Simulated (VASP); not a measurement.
# Cu (P6_3/mmc) in VASP: further runs

Cu is run at these levels: r2SCAN; tasks: single point.

All numbers are computed with VASP 6.6.1; they aren't measurements. Logs are shortened: lines on timing, memory, paths and dates and some standing lists are left out, and cuts for length are marked.

### Step 1. The cell of the first run

It takes space group P6_3/mmc (No. 194, hexagonal). The conventional cell has a = 2.581 Å, b = 2.581 Å, c = 4.080 Å, α = 90.00°, β = 90.00°, γ = 120.00°. Within 3.3 Å of Cu (site symmetry -6m2) lie 12 Cu at 2.53 to 2.58 Å.

This isn't the form of Cu at room conditions, which is fcc.

### Step 2. Single point, r2SCAN (biaxial strain in the a-b plane: +2.0 %)

POSCAR

```
Cu
1.0
    2.5811127785      0.0000000000      0.0000000000
   -1.2905563893      2.2353092362      0.0000000000
    0.0000000000      0.0000000000      4.0802972922
Cu
2
Direct
    0.3333333333      0.6666666667      0.2500000000
    0.6666666667      0.3333333333      0.7500000000
```

INCAR.step1

```
PREC = Accurate ; ENCUT = 520
ISMEAR = 0 ; SIGMA = 0.1
LREAL = False ; LASPH = True
NELM = 100 ; NBANDS = 18
GGA = PE ; ALGO = Normal
EDIFF = 1E-4 ; LWAVE = True
LCHARG = False
```

INCAR.step2

```
PREC = Accurate ; ENCUT = 520
EDIFF = 1E-6 ; ISMEAR = 0
SIGMA = 0.1 ; LREAL = False
LASPH = True ; NELM = 100
ALGO = Normal ; ISIF = 2
LWAVE = False ; LCHARG = False
METAGGA = R2SCAN ; LMIXTAU = True
NBANDS = 18 ; ISTART = 1
```

KPOINTS

```
Automatic mesh
0
Gamma
  24 24 12
```

Potentials or basis: VASP PAW PBE potentials, release 64 (Cu).

Run with:

```console
$ cat potpaw_PBE.64/Cu/POTCAR > POTCAR
$ cp INCAR.step1 INCAR
$ mpirun -np 1 vasp_std > vasp.out
$ cp INCAR.step2 INCAR
$ mpirun -np 1 vasp_std > vasp.out
```

OUTCAR:

```text
PREC = Accurate
   ENCUT = 520
   EDIFF = 1E-6
   ISMEAR = 0
   LREAL = False
   LASPH = True
   NELM = 100
   ISIF = 2
   METAGGA = R2SCAN
   ISTART = 1

 ion  position               nearest neighbor table
   1  0.333  0.667  0.250-   2 2.53   2 2.53   2 2.53   2 2.53   2 2.53   2 2.53
   2  0.667  0.333  0.750-   1 2.53   1 2.53   1 2.53   1 2.53   1 2.53   1 2.53

  LATTYP: Found a hexagonal cell.
 ALAT       =     2.5811127785
 C/A-ratio  =     1.5808287519

  Lattice vectors:

 A1 = (   2.5811127785,   0.0000000000,   0.0000000000)
 A2 = (  -1.2905563893,   2.2353092362,   0.0000000000)
 A3 = (   0.0000000000,   0.0000000000,   4.0802972922)

Analysis of symmetry for initial positions (statically):
=====================================================================
 Subroutine PRICEL returns:
 Original cell was already a primitive cell.

 Routine SETGRP: Setting up the symmetry group for a
 hexagonal supercell.

 Subroutine GETGRP returns: Found 24 space group operations
 (whereof 12 operations were pure point group operations)
 out of a pool of 24 trial point group operations.

The static configuration has the point symmetry D_3d.
 The point group associated with its full space group is D_6h.

Analysis of symmetry for dynamics (positions and initial velocities):
=====================================================================
 Subroutine PRICEL returns:
 Original cell was already a primitive cell.

 Routine SETGRP: Setting up the symmetry group for a
 hexagonal supercell.

 Subroutine GETGRP returns: Found 24 space group operations
 (whereof 12 operations were pure point group operations)
 out of a pool of 24 trial point group operations.

The dynamic configuration has the point symmetry D_3d.
 The point group associated with its full space group is D_6h.

 Subroutine INISYM returns: Found 24 space group operations
 (whereof 12 operations are pure point group operations),
 and found     1 'primitive' translations

----------------------------------------------------------------------------------------

                                     Primitive cell

  volume of cell :      23.5416

  direct lattice vectors                    reciprocal lattice vectors
     2.581112779  0.000000000  0.000000000     0.387429797  0.223682698  0.000000000
    -1.290556389  2.235309236  0.000000000     0.000000000  0.447365395  0.000000000
     0.000000000  0.000000000  4.080297292     0.000000000  0.000000000  0.245080181

  length of vectors
     2.581112779  2.581112779  4.080297292     0.447365395  0.447365395  0.245080181

  position of ions in fractional coordinates (direct lattice)
     0.333333333  0.666666667  0.250000000
     0.666666667  0.333333333  0.750000000

  ion indices of the primitive-cell ions
   primitive index   ion index
                 1           1
                 2           2

----------------------------------------------------------------------------------------

 KPOINTS: Automatic mesh

Automatic generation of k-mesh.
 Grid dimensions read from file:
 generate k-points for:   24   24   12

 Generating k-lattice:

  Cartesian coordinates                     Fractional coordinates (reciprocal lattice)
     0.016142908  0.009320112  0.000000000     0.041666667  0.000000000  0.000000000
     0.000000000  0.018640225  0.000000000     0.000000000  0.041666667  0.000000000
     0.000000000  0.000000000  0.020423348     0.000000000  0.000000000  0.083333333

  Length of vectors
     0.018640225  0.018640225  0.020423348

  Shift w.r.t. Gamma in fractional coordinates (k-lattice)
     0.000000000  0.000000000  0.000000000

 Subroutine IBZKPT returns following result:
 ===========================================

 Found    427 irreducible k-points:

 Following reciprocal coordinates:
            Coordinates               Weight
  0.000000  0.000000  0.000000      1.000000
  0.041667  0.000000  0.000000      6.000000
  0.083333  0.000000  0.000000      6.000000
  0.125000  0.000000  0.000000      6.000000
  0.166667  0.000000  0.000000      6.000000
  0.208333  0.000000  0.000000      6.000000
[... 16 lines left out ...]
  0.416667  0.041667  0.000000     12.000000
  0.458333  0.041667  0.000000     12.000000
 [... further k-points ...]
   k-points           NKPTS =    427   k-points in BZ     NKDIM =    427   number of bands    NBANDS=     18
   number of dos      NEDOS =    301   number of ions     NIONS =      2
   total plane-waves  NPLWV =  12000
   dimension x,y,z NGX =    20 NGY =   20 NGZ =   30
   dimension x,y,z NGXF=    40 NGYF=   40 NGZF=   60
   ions per type =               2
   NGX,Y,Z   is equivalent  to a cutoff of  12.88, 12.88, 12.22 a.u.
   NGXF,Y,Z  is equivalent  to a cutoff of  25.76, 25.76, 24.45 a.u.
 SYSTEM =  unknown system
   PREC   = accura    normal or accurate (medium, high low for compatibility)
   ISTART =      1    job   : 0-new  1-cont  2-samecut
   ICHARG =      0    charge: 1-file 2-atom 10-const
   ISPIN  =      1    spin polarized calculation?
   LNONCOLLINEAR =      F non collinear calculations
   LSORBIT =      F    spin-orbit coupling
   LASPH  =      T    aspherical Exc in radial PAW
   ENCUT  =  520.0 eV  38.22 Ry    6.18 a.u.   4.80  4.80  7.59*2*pi/ulx,y,z
   NELM   =    100;   NELMIN=  2; NELMDL=  0     # of ELM steps
   EDIFF  = 0.1E-05   stopping-criterion for ELM
   LREAL  =      F    real-space projection
   EDIFFG = 0.1E-04   stopping-criterion for IOM
   NSW    =      0    number of steps for IOM
   IBRION =     -1    ionic relax: 0-MD 1-quasi-New 2-CG
   NFREE  =      0    steps in history (QN), initial steepest desc. (CG)
   ISIF   =      2    stress and relaxation
   ISYM   =      2    0-nonsym 1-usesym 2-fastsym
   POTIM  = 0.5000    time-step for ionic-motion
   TEBEG  =    0.0;   TEEND  =   0.0 temperature during run
   PSTRESS=    0.0 pullay stress
   NELECT =      22.0000    total number of electrons
   NUPDOWN=      -1.0000    fix difference up-down
   EMIN   =  10.00;   EMAX   =-10.00  energy-range for DOS
   EFERMI =   0.00;   METHOD = LEGACY
   ISMEAR =     0;   SIGMA  =   0.10  broadening in eV -4-tet -1-fermi 0-gaus
   EFERMI_NEDOS =   21; number of points for ismear=-14 and -15
   IALGO  =     38    algorithm
   IMIX   =      4    mixing-type and parameters
     AMIX     =   0.40;   BMIX     =  1.00
     AMIX_MAG =   1.60;   BMIX_MAG =  1.00
  volume/ion in A,a.u.               =      11.77        79.43
  Fermi-wavevector in a.u.,A,eV,Ry     =   1.600554  3.024608 34.855027  2.561772
  Thomas-Fermi vector in A             =   2.697671
   LORBIT       =      0    0 simple, 1 ext, 2 COOP (PROOUT), +10 PAW based schemes
   METAGGA = R2SCAN    functional components
   LHFCALC =     F    Hartree Fock is set to
   AEXX    =    0.0000 exact exchange contribution
   IVDW    =     0    specifies the selected vdW correction
   LEPSILON=     F    determine dielectric tensor
   LRPA    =     F    only Hartree local field effects (RPA)
 non-spin polarized calculation
 Gauss-broadening in eV      SIGMA  =   0.10
  energy-cutoff  :      520.00
  volume of cell :       23.54
 maximum number of plane-waves:       656
 NGX is ok and might be reduce to    20
   NGX =  9   NGY =  9   NGZ = 15

 number of electron      22.0000003 magnetization

 Free energy of the ion-electron system (eV)
  ---------------------------------------------------
  ext. energy  EPLUGINS =         0.00000000
  ---------------------------------------------------
  free energy    TOTEN  =       -21.62104398 eV

  energy without entropy =      -21.61865967  energy(sigma->0) =      -21.61985182

 E-fermi :   7.4464     XC(G=0): -13.7644

 val. band max:        7.4250239684   @ k =   0.3333   0.1667   0.3333
 cond. band min:       7.4598966232   @ k =   0.2917   0.2083   0.3333
 fundamental gap:      0.0348726548
 Fermi energy:         7.4463996350

 k-point     1 :       0.0000    0.0000    0.0000
  band No.  band energies     occupation
      1      -2.2542      2.00000
      2       2.2430      2.00000
      3       4.3439      2.00000
      4       4.3441      2.00000
      5       4.4045      2.00000
      6       4.5819      2.00000
[... 10 lines left out ...]
     17      31.2538      0.00000
     18      31.2540      0.00000

 k-point     2 :       0.0417    0.0000    0.0000
  band No.  band energies     occupation
      1      -2.1970      2.00000
      2       2.2738      2.00000
      3       4.2824      2.00000
      4       4.3642      2.00000
      5       4.4599      2.00000
      6       4.5726      2.00000
[... 10 lines left out ...]
     17      31.9897      0.00000
     18      32.0567      0.00000

 k-point     3 :       0.0833    0.0000    0.0000
  band No.  band energies     occupation
      1      -2.0259      2.00000
      2       2.3626      2.00000
      3       4.1884      2.00000
      4       4.4241      2.00000
      5       4.5227      2.00000
      6       4.5608      2.00000
[... 10 lines left out ...]
     17      32.6114      0.00000
     18      33.3577      0.00000

 k-point     4 :       0.1250    0.0000    0.0000
  band No.  band energies     occupation
      1      -1.7440      2.00000
      2       2.4987      2.00000
      3       4.0832      2.00000
      4       4.4641      2.00000
      5       4.4923      2.00000
      6       4.5208      2.00000
[... 375 lines left out ...]
      4       3.9277      2.00000
      5       4.2076      2.00000
      6       4.4653      2.00000
[... 10 lines left out ...]
     17      21.6453      0.00000
     18      27.5066      0.00000

 k-point    23 :       0.4167    0.0417    0.0000
  band No.  band energies     occupation
      1       2.2259      2.00000
      2       2.7900      2.00000
      3       2.9876      2.00000
      4       4.0539      2.00000
      5       4.1782      2.00000
      6       4.4338      2.00000
[... 10 lines left out ...]
     17      20.5924      0.00000
     18      27.3693      0.00000

 k-point    24 :       0.4583    0.0417    0.0000
  band No.  band energies     occupation
      1       2.4188      2.00000
      2       2.7374      2.00000
      3       2.9508      2.00000
      4       4.1475      2.00000
      5       4.1632      2.00000
      6       4.4173      2.00000
[... 10 lines left out ...]
     17      20.2886      0.00000
     18      27.3036      0.00000

 [... further k-points ...]

------------------------ aborting loop because EDIFF is reached ----------------------------------------

  FORCE on cell =-STRESS in cart. coord.  units (eV):
  Direction    XX          YY          ZZ          XY          YZ          ZX
  --------------------------------------------------------------------------------------
  -------------------------------------------------------------------------------------
  Total       -0.7925721     -0.7925721      0.0998785      0.0000000      0.0000000      0.0000000
  in kB      -53.9402541    -53.9402541      6.7974514      0.0000000      0.0000000      0.0000000
  external PRESSURE =     -33.6943523 kB  Pullay stress =       0.0000000 kB

 VOLUME and BASIS-vectors are now :
 -----------------------------------------------------------------------------
  energy-cutoff  :      520.00
  volume of cell :       23.54
      direct lattice vectors                 reciprocal lattice vectors
     2.581112779  0.000000000  0.000000000     0.387429797  0.223682698  0.000000000
    -1.290556389  2.235309236  0.000000000     0.000000000  0.447365395  0.000000000
     0.000000000  0.000000000  4.080297292     0.000000000  0.000000000  0.245080181

 POSITION                                       TOTAL-FORCE (eV/Angst)
 -----------------------------------------------------------------------------------
     -0.00000      1.49021      1.02007         0.000000     -0.000000      0.000000
      1.29056      0.74510      3.06022        -0.000000      0.000000      0.000000
 -----------------------------------------------------------------------------------
    total drift:                                0.000000     -0.000000      0.000000

  FREE ENERGIE OF THE ION-ELECTRON SYSTEM (eV)
  ---------------------------------------------------
  free  energy   TOTEN  =       -21.6210439812 eV

  energy  without entropy=      -21.6186596660  energy(sigma->0) =      -21.61985182
```

Wall time 6 min (1 thread of Intel Xeon 6975P-C (Granite Rapids), shared host); peak memory 0.25 GiB.

What came out:

| Property | Result |
| --- | --- |
| Free energy | -21.6210 eV |
| Pressure | -3.4 GPa |
| Band gap on the k mesh | zero (bands 11 and 12 overlap by 6.10 eV) |

Levels at points of the mesh, in eV from the Fermi level:
```tsv
k point	band 8	band 9	band 10	band 11	band 12	band 13	band 14	band 15
(0.00, 0.00, 0.00)	-2.69	-2.69	-1.84	-1.84	-0.73	4.46	21.72	22.07
(0.50, 0.00, 0.00)	-1.80	-1.68	-1.66	-0.10	1.51	8.27	8.88	11.20
(0.00, 0.00, 0.50)	-3.18	-2.06	-2.06	-2.06	-2.06	13.89	13.89	22.48
(0.50, 0.00, 0.50)	-2.02	-1.73	-1.73	0.47	0.47	5.02	5.02	16.54
```

Caveat: the cell differs from its parent crystal (biaxial strain in the a-b plane: +2.0 %); the stress differs along the axes, from -5 to 1 GPa; the PAW data sets were made with another functional, which shifts forces and pressure a little.

### Step 3. Single point, r2SCAN (biaxial strain in the a-b plane: +4.0 %, then relaxed in part)

POSCAR

```
Cu
1.0
    2.6317228330      0.0000000000      0.0000000000
   -1.3158614165      2.2791388291      0.0000000000
    0.0000000000      0.0000000000      4.0266239280
Cu
2
Direct
    0.3333333333      0.6666666667      0.2500000000
    0.6666666667      0.3333333333      0.7500000000
```

INCAR.step1

```
  PREC = Accurate
  ENCUT = 520
  ISMEAR = 0
  SIGMA = 0.1
  LREAL = F
  LASPH = T
  NELM = 60
  NBANDS = 18
  GGA = PE
  ALGO = Normal
  EDIFF = 1E-4
  LWAVE = T
  LCHARG = F
```

INCAR.step2

```
  PREC = Accurate
  ENCUT = 520
  EDIFF = 1E-6
  ISMEAR = 0
  SIGMA = 0.1
  LREAL = F
  LASPH = T
  NELM = 60
  ALGO = Normal
  ISIF = 2
  LWAVE = F
  LCHARG = T
  METAGGA = R2SCAN
  LMIXTAU = T
  LELF = T
  LVHAR = T
  NBANDS = 18
  ISTART = 1
```

KPOINTS

```
regular mesh
0
Gamma
  24 24 12
```

Potentials or basis: VASP PAW PBE potentials, release 64 (Cu).

Run with:

```console
$ cat potpaw_PBE.64/Cu/POTCAR > POTCAR
$ cp INCAR.step1 INCAR
$ mpirun -np 1 vasp_std > vasp.out
$ cp INCAR.step2 INCAR
$ mpirun -np 1 vasp_std > vasp.out
```

Run time: 6 min. Hardware: 1 thread of Intel Xeon 6975P-C (Granite Rapids), shared host; peak memory 0.26 GiB.

Results (log left out):

| Quantity | Value |
| --- | --- |
| Free energy | -21.5759 eV |
| Pressure | -6.3 GPa |
| Band gap on the k mesh | zero (bands 11 and 12 overlap by 5.84 eV) |

Stress tensor (GPa, compression positive):
```
-9.68  0.00  0.00
 0.00 -9.68  0.00
 0.00  0.00  0.52
```

Levels at points of the mesh, in eV from the Fermi level:
```tsv
k point	band 9	band 10	band 11	band 12	band 13	band 14
(0.00, 0.00, 0.00)	-2.74	-1.83	-1.83	-0.35	4.78	20.94
(0.50, 0.00, 0.00)	-1.72	-1.63	-0.20	1.30	8.29	9.01
(0.00, 0.00, 0.50)	-2.04	-2.04	-2.04	-2.04	14.53	14.53
(0.50, 0.00, 0.50)	-1.77	-1.77	0.44	0.44	4.79	4.79
```

Caveat: the cell differs from its parent crystal (biaxial strain in the a-b plane: +4.0 %, then relaxed in part); the stress differs along the axes, from -10 to 1 GPa; the PAW data sets were made with another functional, which shifts forces and pressure a little.

(Part 1 of 2 ends here.)

The gap in the log of VASP goes by the Fermi energy; the results here count the filled bands.